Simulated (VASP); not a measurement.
# SiMo5 (P6/mmm) in VASP: a series of runs, part 3 of 3

VASP 6.6.1. Earlier steps stand in the parts before.

**4. Single point, PBE**

This run uses another cell than the first one, of 25.85 Å³/atom, 1.661 times its volume.

The input, INCAR:

```
SYSTEM = SiMo5
PREC = Accurate
ENCUT = 500
EDIFF = 1E-6
ISMEAR = 0
SIGMA = 0.2
LREAL = .FALSE.
LASPH = .TRUE.
NELM = 120
ALGO = Normal
ISIF = 2
LWAVE = .FALSE.
LCHARG = .FALSE.
GGA = PE
NBANDS = 46
GGA_COMPAT = .FALSE.
```

The input, KPOINTS:

```
regular mesh
0
G
  4 4 2
  0 0 0
```

The input, POSCAR:

```
SiMo5
1.0
    5.1056471304     -0.0000000035      0.0000000000
   -2.5528235622      4.4216201194      0.0000000000
    0.0000000000      0.0000000000      6.8715279313
Si Mo
1 5
Direct
    0.0000000000      0.0000000000      0.0000000000
    0.5000000000      0.0000000000      0.0000000000
    0.0000000000      0.5000000000      0.0000000000
    0.5000000000      0.5000000000      0.0000000000
    0.0000000000      0.0000000000      0.6418416018
    0.0000000000      0.0000000000      0.3581583982
```

Potentials or basis: VASP PAW PBE potentials, release 64 (Si, Mo_sv).

Started as:

```bash
cat potpaw_PBE.64/Si/POTCAR potpaw_PBE.64/Mo_sv/POTCAR > POTCAR
mpirun -np 1 vasp_std > vasp.out
```

OUTCAR:

```text
SYSTEM = SiMo5
   PREC = Accurate
   ENCUT = 500
   EDIFF = 1E-6
   ISMEAR = 0
   LREAL = .FALSE.
   LASPH = .TRUE.
   NELM = 120
   ISIF = 2
   GGA = PE

 ion  position               nearest neighbor table
   1  0.000  0.000  0.000-   5 2.46   6 2.46   4 2.55   4 2.55   3 2.55   3 2.55   2 2.55   2 2.55

   2  0.500  0.000  0.000-   3 2.55   3 2.55   4 2.55   4 2.55   1 2.55   1 2.55
   3  0.000  0.500  0.000-   2 2.55   2 2.55   1 2.55   1 2.55   4 2.55   4 2.55
   4  0.500  0.500  0.000-   1 2.55   1 2.55   2 2.55   2 2.55   3 2.55   3 2.55
   5  0.000  0.000  0.642-   6 1.95   1 2.46
   6  0.000  0.000  0.358-   5 1.95   1 2.46

  LATTYP: Found a hexagonal cell.
 ALAT       =     5.1056471304
 C/A-ratio  =     1.3458681644

  Lattice vectors:

 A1 = (   5.1056471304,  -0.0000000035,   0.0000000000)
 A2 = (  -2.5528235622,   4.4216201194,   0.0000000000)
 A3 = (   0.0000000000,   0.0000000000,   6.8715279313)

Analysis of symmetry for initial positions (statically):
=====================================================================
 Subroutine PRICEL returns:
 Original cell was already a primitive cell.

 Routine SETGRP: Setting up the symmetry group for a
 hexagonal supercell.

 Subroutine GETGRP returns: Found 24 space group operations
 (whereof 24 operations were pure point group operations)
 out of a pool of 24 trial point group operations.

The static configuration has the point symmetry D_6h.

Analysis of symmetry for dynamics (positions and initial velocities):
=====================================================================
 Subroutine PRICEL returns:
 Original cell was already a primitive cell.

 Routine SETGRP: Setting up the symmetry group for a
 hexagonal supercell.

 Subroutine GETGRP returns: Found 24 space group operations
 (whereof 24 operations were pure point group operations)
 out of a pool of 24 trial point group operations.

The dynamic configuration has the point symmetry D_6h.

 Subroutine INISYM returns: Found 24 space group operations
 (whereof 24 operations are pure point group operations),
 and found     1 'primitive' translations

----------------------------------------------------------------------------------------

                                     Primitive cell

  volume of cell :     155.1263

  direct lattice vectors                    reciprocal lattice vectors
     5.105647130 -0.000000003  0.000000000     0.195861558  0.113080723  0.000000000
    -2.552823562  4.421620119  0.000000000     0.000000000  0.226161446  0.000000000
     0.000000000  0.000000000  6.871527931     0.000000000  0.000000000  0.145528041

  length of vectors
     5.105647130  5.105647130  6.871527931     0.226161446  0.226161446  0.145528041

  position of ions in fractional coordinates (direct lattice)
     0.000000000  0.000000000  0.000000000
     0.500000000  1.000000000  0.000000000
     0.000000000  0.500000000  0.000000000
     0.500000000  0.500000000  0.000000000
     0.000000000  0.000000000  0.641841602
[... 30 lines left out ...]
     0.000000000  0.000000000  0.000000000

 Subroutine IBZKPT returns following result:
 ===========================================

 Found      8 irreducible k-points:

 Following reciprocal coordinates:
            Coordinates               Weight
  0.000000  0.000000  0.000000      1.000000
  0.250000  0.000000  0.000000      6.000000
  0.500000  0.000000  0.000000      3.000000
  0.250000  0.250000  0.000000      6.000000
  0.000000  0.000000  0.500000      1.000000
  0.250000  0.000000  0.500000      6.000000
  0.500000  0.000000  0.500000      3.000000
  0.250000  0.250000  0.500000      6.000000
   k-points           NKPTS =      8   k-points in BZ     NKDIM =      8   number of bands    NBANDS=     46
   number of dos      NEDOS =    301   number of ions     NIONS =      6
   total plane-waves  NPLWV =  80000
   dimension x,y,z NGX =    40 NGY =   40 NGZ =   50
   dimension x,y,z NGXF=    80 NGYF=   80 NGZF=  100
   ions per type =               1   5
   NGX,Y,Z   is equivalent  to a cutoff of  13.02, 13.02, 12.10 a.u.
   NGXF,Y,Z  is equivalent  to a cutoff of  26.05, 26.05, 24.19 a.u.
 SYSTEM =  SiMo5
   PREC   = accura    normal or accurate (medium, high low for compatibility)
   ISTART =      0    job   : 0-new  1-cont  2-samecut
   ICHARG =      2    charge: 1-file 2-atom 10-const
   ISPIN  =      1    spin polarized calculation?
   LNONCOLLINEAR =      F non collinear calculations
   LSORBIT =      F    spin-orbit coupling
   LASPH  =      T    aspherical Exc in radial PAW
   ENCUT  =  500.0 eV  36.75 Ry    6.06 a.u.   9.31  9.31 12.53*2*pi/ulx,y,z
   NELM   =    120;   NELMIN=  2; NELMDL= -5     # of ELM steps
   EDIFF  = 0.1E-05   stopping-criterion for ELM
   LREAL  =      F    real-space projection
   EDIFFG = 0.1E-04   stopping-criterion for IOM
   NSW    =      0    number of steps for IOM
   IBRION =     -1    ionic relax: 0-MD 1-quasi-New 2-CG
   NFREE  =      0    steps in history (QN), initial steepest desc. (CG)
   ISIF   =      2    stress and relaxation
   ISYM   =      2    0-nonsym 1-usesym 2-fastsym
   POTIM  = 0.5000    time-step for ionic-motion
   TEBEG  =    0.0;   TEEND  =   0.0 temperature during run
   PSTRESS=    0.0 pullay stress
   NELECT =      74.0000    total number of electrons
   NUPDOWN=      -1.0000    fix difference up-down
   EMIN   =  10.00;   EMAX   =-10.00  energy-range for DOS
   EFERMI =   0.00;   METHOD = LEGACY
   ISMEAR =     0;   SIGMA  =   0.20  broadening in eV -4-tet -1-fermi 0-gaus
   EFERMI_NEDOS =   21; number of points for ismear=-14 and -15
   IALGO  =     38    algorithm
   IMIX   =      4    mixing-type and parameters
     AMIX     =   0.40;   BMIX     =  1.00
     AMIX_MAG =   1.60;   BMIX_MAG =  1.00
  volume/ion in A,a.u.               =      25.85       174.47
  Fermi-wavevector in a.u.,A,eV,Ry     =   1.279156  2.417255 22.262402  1.636240
  Thomas-Fermi vector in A             =   2.411658
   LORBIT       =      0    0 simple, 1 ext, 2 COOP (PROOUT), +10 PAW based schemes
   GGA     = PE    functional components
   LHFCALC =     F    Hartree Fock is set to
   AEXX    =    0.0000 exact exchange contribution
   IVDW    =     0    specifies the selected vdW correction
   LEPSILON=     F    determine dielectric tensor
   LRPA    =     F    only Hartree local field effects (RPA)
 non-spin polarized calculation
 Gauss-broadening in eV      SIGMA  =   0.20
  energy-cutoff  :      500.00
  volume of cell :      155.13
 maximum number of plane-waves:      3997
 NGX is ok and might be reduce to    40
   NGX = 19   NGY = 19   NGZ = 25

 number of electron      73.9999992 magnetization

 Free energy of the ion-electron system (eV)
  ---------------------------------------------------
  ext. energy  EPLUGINS =         0.00000000
  ---------------------------------------------------
  free energy    TOTEN  =       -50.22163320 eV

  energy without entropy =      -50.11207037  energy(sigma->0) =      -50.16685179

 E-fermi :   5.2874     XC(G=0):  -9.6882

 val. band max:        5.2651441498   @ k =   0.2500   0.2500   0.0000
 cond. band min:       5.3372379110   @ k =   0.2500   0.0000   0.5000
 fundamental gap:      0.0720937612
 Fermi energy:         5.2873981388

 k-point     1 :       0.0000    0.0000    0.0000
  band No.  band energies     occupation
      1     -56.1926      2.00000
      2     -55.5073      2.00000
      3     -55.1574      2.00000
      4     -55.1574      2.00000
      5     -54.7273      2.00000
      6     -32.4076      2.00000
[... 381 lines left out ...]
     45       7.6325      0.00000
     46       7.9287      0.00000

------------------------ aborting loop because EDIFF is reached ----------------------------------------

  FORCE on cell =-STRESS in cart. coord.  units (eV):
  Direction    XX          YY          ZZ          XY          YZ          ZX
  --------------------------------------------------------------------------------------
  -------------------------------------------------------------------------------------
  Total        0.4942493      0.4942493      1.6723649     -0.0000000      0.0000000     -0.0000000
  in kB        5.1047108      5.1047108     17.2725348     -0.0000000      0.0000000     -0.0000000
  external PRESSURE =       9.1606522 kB  Pullay stress =       0.0000000 kB

 VOLUME and BASIS-vectors are now :
 -----------------------------------------------------------------------------
  energy-cutoff  :      500.00
  volume of cell :      155.13
      direct lattice vectors                 reciprocal lattice vectors
     5.105647130 -0.000000003  0.000000000     0.195861558  0.113080723  0.000000000
    -2.552823562  4.421620119  0.000000000     0.000000000  0.226161446  0.000000000
     0.000000000  0.000000000  6.871527931     0.000000000  0.000000000  0.145528041

 POSITION                                       TOTAL-FORCE (eV/Angst)
 -----------------------------------------------------------------------------------
      0.00000      0.00000      0.00000         0.000000     -0.000000     -0.000000
      2.55282     -0.00000      0.00000         0.000000     -0.000000     -0.000000
     -1.27641      2.21081      0.00000         0.000000     -0.000000     -0.000000
      1.27641      2.21081      0.00000         0.000000     -0.000000     -0.000000
      0.00000      0.00000      4.41043        -0.000000     -0.000000      0.876984
      0.00000      0.00000      2.46110        -0.000000      0.000000     -0.876984
 -----------------------------------------------------------------------------------
    total drift:                               -0.000000      0.000000     -0.000000

  FREE ENERGIE OF THE ION-ELECTRON SYSTEM (eV)
  ---------------------------------------------------
  free  energy   TOTEN  =       -50.2216331989 eV

  energy  without entropy=      -50.1120703719  energy(sigma->0) =      -50.16685179
```

OSZICAR:

```text
N       E                     dE             d eps       ncg     rms          rms(c)
DAV:   1     0.851676500901E+03    0.85168E+03   -0.44803E+04   808   0.149E+03
DAV:   2    -0.192119232003E+02   -0.87089E+03   -0.85115E+03   830   0.474E+02
DAV:   3    -0.527872739433E+02   -0.33575E+02   -0.32324E+02  1016   0.818E+01
DAV:   4    -0.537088507589E+02   -0.92158E+00   -0.90431E+00   920   0.106E+01
DAV:   5    -0.537320236465E+02   -0.23173E-01   -0.23074E-01   998   0.160E+00    0.367E+01
DAV:   6    -0.507467411346E+02    0.29853E+01   -0.98644E+00   852   0.127E+01    0.161E+01
DAV:   7    -0.504591766186E+02    0.28756E+00   -0.33324E+00   922   0.905E+00    0.596E+00
DAV:   8    -0.502587979154E+02    0.20038E+00   -0.27940E+00   946   0.463E+00    0.296E+00
DAV:   9    -0.502216856809E+02    0.37112E-01   -0.22328E-01   934   0.178E+00    0.712E-01
DAV:  10    -0.502214010975E+02    0.28458E-03   -0.89038E-03   882   0.497E-01    0.324E-01
DAV:  11    -0.502216361979E+02   -0.23510E-03   -0.28268E-03   908   0.259E-01    0.707E-02
DAV:  12    -0.502216036798E+02    0.32518E-04   -0.34495E-04   864   0.103E-01    0.255E-02
DAV:  13    -0.502216289308E+02   -0.25251E-04   -0.54163E-05   850   0.303E-02    0.726E-03
DAV:  14    -0.502216316292E+02   -0.26984E-05   -0.49726E-06   760   0.944E-03    0.365E-03
DAV:  15    -0.502216328401E+02   -0.12109E-05   -0.15440E-06   588   0.440E-03    0.121E-03
DAV:  16    -0.502216331989E+02   -0.35882E-06   -0.32573E-07   508   0.212E-03
   1 F= -.50221633E+02 E0= -.50166852E+02  d E =-.109563E+00
```

stdout:

```text
POSCAR found type information on POSCAR SiMo
 POSCAR found :  2 types and       6 ions
 scaLAPACK will be used
 LDA part: xc-table for (Slater+PW92), standard interpolation
 POSCAR, INCAR and KPOINTS ok, starting setup
 FFT: planning ... GRIDC
 FFT: planning ... GRID_SOFT
 FFT: planning ... GRID
 WAVECAR not read
 entering main loop
```

Wall time 70 s (1 thread of AMD EPYC 9R45 (Zen 5), shared host); peak memory 0.23 GiB.

What came out:

* Free energy: -50.2216 eV
* Pressure: 0.9 GPa
* Largest force: 0.877 eV/Å
* Band gap on the k mesh: zero (band 37 reaches 6.18 eV, above the bottom of band 38 at 5.08 eV)

Forces in eV/Å, atoms in the order of the input:
```
Si   0.000  0.000  0.000
Mo   0.000  0.000  0.000
Mo   0.000  0.000  0.000
Mo   0.000  0.000  0.000
Mo   0.000  0.000  0.877
Mo   0.000  0.000 -0.877
```

Stress tensor (GPa, compression positive):
```
0.51 0.00 0.00
0.00 0.51 0.00
0.00 0.00 1.73
```

Levels at points of the mesh, in eV from the Fermi level:
| k point | band 33 | band 34 | band 35 | band 36 | band 37 | band 38 | band 39 | band 40 | band 41 | band 42 |
| --- | --- | --- | --- | --- | --- | --- | --- | --- | --- | --- |
| (0.00, 0.00, 0.00) | -1.04 | -1.04 | -0.12 | -0.12 | 0.90 | 1.04 | 1.04 | 1.41 | 1.41 | 1.56 |
| (0.50, 0.00, 0.00) | -1.16 | -0.88 | -0.86 | -0.33 | -0.22 | -0.10 | 0.06 | 0.84 | 1.15 | 1.46 |
| (0.00, 0.00, 0.50) | -1.34 | -1.34 | -0.90 | -0.90 | 0.37 | 0.37 | 1.53 | 1.53 | 1.80 | 2.24 |
| (0.50, 0.00, 0.50) | -0.80 | -0.67 | -0.65 | -0.59 | -0.52 | -0.18 | 0.69 | 0.74 | 0.84 | 1.36 |

Caveat: the k points lie up to 0.46 Å⁻¹ apart.

**5. Overview**

```tsv
cell	k mesh	gap on the mesh (eV)	pressure (GPa)	largest force (eV/Å)
a = 4.609, b = 4.609, c = 5.078 Å, angles 90.0, 90.0, 120.0°, 6 atoms	4 × 4 × 3	none	0.6	0.03
a = 4.980, b = 4.980, c = 4.822 Å, angles 90.0, 90.0, 120.0°, 6 atoms	4 × 4 × 4	none	0.5	-
a = 5.106, b = 5.106, c = 6.872 Å, angles 90.0, 90.0, 120.0°, 6 atoms	4 × 4 × 2	none	0.9	0.88
```

Alike in all rows: task single point; level PBE; potentials or basis VASP PAW PBE potentials, release 64 (Si, Mo_sv); no spin polarisation; cutoff (eV) 500; smearing gaussian 0.2 eV.

Caveats: all runs use coarse meshes.

Total energies depend on the potentials used, so only differences within one code and one set of settings carry meaning.
